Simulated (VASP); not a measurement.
Write the native input for VASP 6.6.1 that does the following.

```
Task                   : single point
Functional             : PBEsol
Potentials or basis    : VASP PAW PBE potentials, release 64 (In_d, Sb)
Cutoff                 : 500 eV
k mesh                 : 4 × 4 × 4
Occupations            : gaussian, width 0.05 eV
Spin                   : no spin polarisation
Dipole correction      : no
Further INCAR settings : ALGO = Normal; EDIFF = 1e-06; NBANDS = 16
```

The structure of InSb lies in POSCAR:

```
InSb
1.0
    0.0000000000      3.2611162705      3.2611162705
    3.2611162705      0.0000000000      3.2611162705
    3.2611162705      3.2611162705      0.0000000000
In Sb
1 1
Direct
    0.0000000000      0.0000000000      0.0000000000
    0.2500000000      0.2500000000      0.2500000000
```

These files were run (other wordings do the same):

INCAR

```
SYSTEM = InSb
PREC     = Accurate       ! precision mode
ENCUT    = 500            ! plane-wave cutoff, eV
EDIFF    = 1E-6           ! SCF threshold, eV
ISMEAR   = 0              ! smearing method
SIGMA    = 0.05           ! smearing width, eV
LREAL    = .False.        ! projectors in reciprocal space
LASPH    = .True.         ! aspherical terms in the spheres
NELM     = 120            ! most SCF steps
ALGO     = Normal         ! electronic algorithm
ISIF     = 2              ! what is computed and relaxed
LWAVE    = .False.        ! write WAVECAR
LCHARG   = .False.        ! write CHGCAR
GGA      = PS             ! functional
NBANDS   = 16             ! bands
GGA_COMPAT= .False.
```

KPOINTS

```
Automatic mesh
0
Gamma
  4 4 4
  0 0 0
```

Potentials or basis: VASP PAW PBE potentials, release 64 (In_d, Sb).

Run with:

```sh
$ cat potpaw_PBE.64/In_d/POTCAR potpaw_PBE.64/Sb/POTCAR > POTCAR
$ mpirun -np 1 vasp_std > vasp.out
```

Results of the run:

```yaml
Pressure: 0.5 GPa
Band_gap_on_the_k_mesh: zero (filled and empty bands touch)
```

Caveat: the k points lie up to 0.42 Å⁻¹ apart; the PAW data sets were made with another functional, which shifts forces and pressure a little; spin-orbit coupling is left out, which moves the levels of the heavy elements.

Wall time 5.5 s on 1 thread of Intel(R) Xeon(R) 6975P-C (Granite Rapids), on a shared host, peak memory 0.2 GiB.
